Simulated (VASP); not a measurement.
Set up this calculation in VASP 6.6.1, as the native input.

```yaml
Task: single point
Functional: LDA
Potentials_or_basis: VASP PAW LDA potentials, release 64 (La, Hg)
Cutoff: 500 eV
k_mesh: 11 × 11 × 11
Occupations: fermi-dirac, width 0.08 eV
Spin: no spin polarisation
Dipole_correction: no
Further_INCAR_settings: ALGO = Normal; EDIFF = 1e-06; NBANDS = 18
```

The structure of LaHg lies in POSCAR:

```
LaHg
1.0
    3.7851422917      0.0000000000      0.0000000000
    0.0000000000      3.7851422917      0.0000000000
    0.0000000000      0.0000000000      3.7851422917
La Hg
1 1
Direct
    0.5000000000      0.5000000000      0.5000000000
    0.0000000000      0.0000000000      0.0000000000
```

This cell differs from its parent crystal: volume scaled by 0.96.

One way to write it, as run:

INCAR

```
SYSTEM = LaHg
PREC = Accurate ; ENCUT = 500
EDIFF = 1E-6 ; ISMEAR = -1
SIGMA = 0.08 ; LREAL = .False.
LASPH = .True. ; NELM = 200
ALGO = Normal ; ISIF = 2
LWAVE = .False. ; LCHARG = .False.
GGA = CA ; NBANDS = 18
GGA_COMPAT = .False. ; LMAXMIX = 6
```

KPOINTS

```
regular mesh
0
Gamma
  11 11 11
  0 0 0
```

Potentials or basis: VASP PAW LDA potentials, release 64 (La, Hg).

The run is started by

```console
$ cat potpaw_LDA.64/La/POTCAR potpaw_LDA.64/Hg/POTCAR > POTCAR
$ mpirun -np 1 vasp_std > vasp.out
```

It gave:

```yaml
Pressure: 0.8 GPa
```

It took 21 s on 1 thread of Intel(R) Xeon(R) 6975P-C (Granite Rapids), on a shared host, peak memory 0.19 GiB.
